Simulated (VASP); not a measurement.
Set up this calculation in VASP 6.6.1, as the native input.

```
Task                   : single point
Functional             : r2SCAN
Potentials or basis    : VASP PAW PBE potentials, release 64 (Sb)
Cutoff                 : 520 eV
k mesh                 : 12 × 12 × 3
Occupations            : fermi-dirac, width 0.1 eV
Spin                   : no spin polarisation
Dipole correction      : no
Further INCAR settings : ALGO = Normal; EDIFF = 1e-06; NBANDS = 18
```

Sb:

```
Sb
1.0
     3.31739    0.00000    0.00000
    -1.65869    2.87294    0.00000
     0.00000    0.00000   11.38305
Sb
4
Direct
  0.00000 0.00000 0.00000
  0.00000 0.00000 0.50000
  0.33333 0.66667 0.25000
  0.66667 0.33333 0.75000
```

This isn't the form of Sb at room conditions, which is rhombohedral.

One way to write it, as run:

POSCAR

```
Sb
1.0
    3.3173869397      0.0000000000      0.0000000000
   -1.6586934699      2.8729413640      0.0000000000
    0.0000000000      0.0000000000     11.3830477417
Sb
4
Direct
    0.0000000000      1.0000000000      1.0000000000
    0.0000000000      1.0000000000      0.5000000000
    0.3333333333      0.6666666667      0.2500000000
    0.6666666667      0.3333333333      0.7500000000
```

INCAR.step1

```
SYSTEM = Sb
PREC = Accurate ; ENCUT = 520
ISMEAR = -1 ; SIGMA = 0.1
LREAL = .False. ; LASPH = .True.
NELM = 80 ; NBANDS = 18
GGA = PE ; ALGO = Normal
EDIFF = 1E-4 ; LWAVE = .True.
LCHARG = .False.
```

INCAR.step2

```
SYSTEM = Sb
PREC = Accurate ; ENCUT = 520
EDIFF = 1E-6 ; ISMEAR = -1
SIGMA = 0.1 ; LREAL = .False.
LASPH = .True. ; NELM = 80
ALGO = Normal ; ISIF = 2
LWAVE = .False. ; LCHARG = .False.
METAGGA = R2SCAN ; LMIXTAU = .True.
NBANDS = 18 ; ISTART = 1
```

KPOINTS

```
regular mesh
0
Gamma
  12 12 3
  0 0 0
```

Potentials or basis: VASP PAW PBE potentials, release 64 (Sb).

Launch:

```bash
$ cat potpaw_PBE.64/Sb/POTCAR > POTCAR
$ cp INCAR.step1 INCAR
$ mpirun -np 1 vasp_std > vasp.out
$ cp INCAR.step2 INCAR
$ mpirun -np 1 vasp_std > vasp.out
```

It gave:

The pressure is 0.2 GPa and the band gap on the k mesh is zero (bands 10 and 11 overlap by 7.26 eV).

Caveat: the PAW data sets were made with another functional, which shifts forces and pressure a little; spin-orbit coupling is left out, which moves the levels of the heavy elements.

Wall time 4.7 min on 1 thread of Intel(R) Xeon(R) 6975P-C (Granite Rapids), on a shared host, peak memory 0.3 GiB.
